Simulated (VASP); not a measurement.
SrC2: single point with LDA

Crystal: SrC2.

```
CELL_PARAMETERS angstrom
2.61802 1.51151 2.49120
-2.61802 1.51151 2.49120
0.00000 -3.02303 2.49120
ATOMIC_POSITIONS crystal
Sr 0.00000 0.00000 0.00000
C 0.59156 0.59156 0.59156
C 0.40844 0.40844 0.40844
```

This cell differs from its parent crystal: strain +0.040 along x and y, +0.080 along z.

- Program: VASP 6.6.1
- Task: single point
- Functional: LDA
- Potentials or basis: VASP PAW LDA potentials, release 64 (Sr_sv, C)
- Cutoff: 520 eV
- k mesh: 9 × 9 × 9
- Occupations: gaussian, width 0.05 eV
- Spin: no spin polarisation
- Dipole correction: no
- Further INCAR settings: ALGO = Normal; EDIFF = 1e-06; NBANDS = 16

| Quantity | Value |
| --- | --- |
| Pressure | -16.2 GPa |
| Largest force | 5.338 eV/Å |
| Band gap on the k mesh | 1.75 eV (least direct gap 2.26 eV) |

Forces in eV/Å, atoms in the order of the input:
```
Sr   0.000  0.000  0.000
C    0.000  0.000 -5.338
C    0.000  0.000  5.338
```

Stress tensor (GPa, compression positive):
```
 -8.58   0.00   0.00
  0.00  -8.58   0.00
  0.00   0.00 -31.50
```

Levels at points of the mesh, in eV from the valence-band top:
```csv
k point,band 5,band 6,band 7,band 8,band 9,band 10,band 11,band 12,band 13,band 14
"(0.00, 0.00, 0.00)",-11.85,-2.73,-2.21,-0.51,-0.51,1.75,1.75,5.29,5.29,6.05
```

Wall time 93 s on 1 thread of AMD EPYC 7R13, with other jobs on the host, peak memory 0.17 GiB.

Caveat: the cell differs from its parent crystal (strain +0.040 along x and y, +0.080 along z); the cell stands under tension; an odd mesh through Γ misses points on the zone boundary, where band edges can lie; forces of over 1 eV/Å act on the atoms, so gaps and moduli don't describe the material at rest.
